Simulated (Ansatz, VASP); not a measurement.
# HfC: VASP beside Ansatz

INCAR

```
ALGO = Normal
EDIFF = 1E-6
ENCUT = 520
ISIF = 2
ISMEAR = -1
LASPH = T
LCHARG = F
LREAL = F
LWAVE = F
NBANDS = 14
NELM = 80
PREC = Accurate
SIGMA = 0.05
```

KPOINTS

```
k-points
0
Gamma
  12 12 12
```

The input POSCAR:

```
HfC
1.0
    0.0000000000      2.3250000000      2.2785000000
    2.3250000000      0.0000000000      2.2785000000
    2.3250000000      2.3250000000      0.0000000000
Hf C
1 1
Direct
    0.5000000000      0.5000000000      0.5000000000
    0.0000000000      0.0000000000      0.0000000000
```

Input for Ansatz:

```yaml
crystal:
  lattice:
    - [0.0, 2.325, 2.2785]
    - [2.325, 0.0, 2.2785]
    - [2.325, 2.325, 0.0]
  atoms:
    - { symbol: Hf, position: [0.5, 0.5, 0.5] }
    - { symbol: C, position: [0.0, 0.0, 0.0] }
kpoints:
  mp_grid: { grid: [12, 12, 12] }
  band_path:
    path:
      - [0.0, 0.0, 0.0]
      - [0.0, 0.5, 0.5]
      - [0.25, 0.75, 0.5]
      - [0.0, 0.5, 0.0]
      - [0.0, 0.0, 0.0]
      - [0.5, 0.5, 0.0]
      - [0.3801541025, 0.6198458975, 0.0]
      - [-0.3801541025, 0.3801541025, 0.0]
      - [0.0, 0.0, 0.0]
    npoints: 5
scf:
  occupations: { method: fermi_dirac, width: 0.05 }
hamiltonian:
  xc: lda
  pseudopotentials: { kind: all_electron, lapw: { basis_error: 0.00025 } }
output:
  forces: true
  stress: true
  eigenvalues: true
```

Change from the starting cell: zz strain of -2 %.

Alike in both runs: task single point; functional LDA; k mesh 12 × 12 × 12; occupations fermi-dirac, width 0.05 eV; no spin polarisation.

```csv
,VASP,Ansatz
version,VASP 6.6.1,Ansatz 0.2.0
potentials or method,"VASP PAW LDA potentials, release 64 (Hf_pv, C), cutoff 520 eV","all-electron LAPW, scalar-relativistic"
```

|  | VASP | Ansatz | Ansatz less VASP |
| --- | --- | --- | --- |
| pressure (GPa) | -6.8 | -7.1 | -0.33 |
| traceless stress, the component that is largest in VASP (GPa) | 5.75 | 5.62 | -0.132 |

LDA's correlation is that of Perdew and Zunger in VASP and of Perdew and Wang (1992) in Ansatz. Ansatz ran all-electron here, and VASP with PAW potentials.

Neither program's run includes spin-orbit coupling.
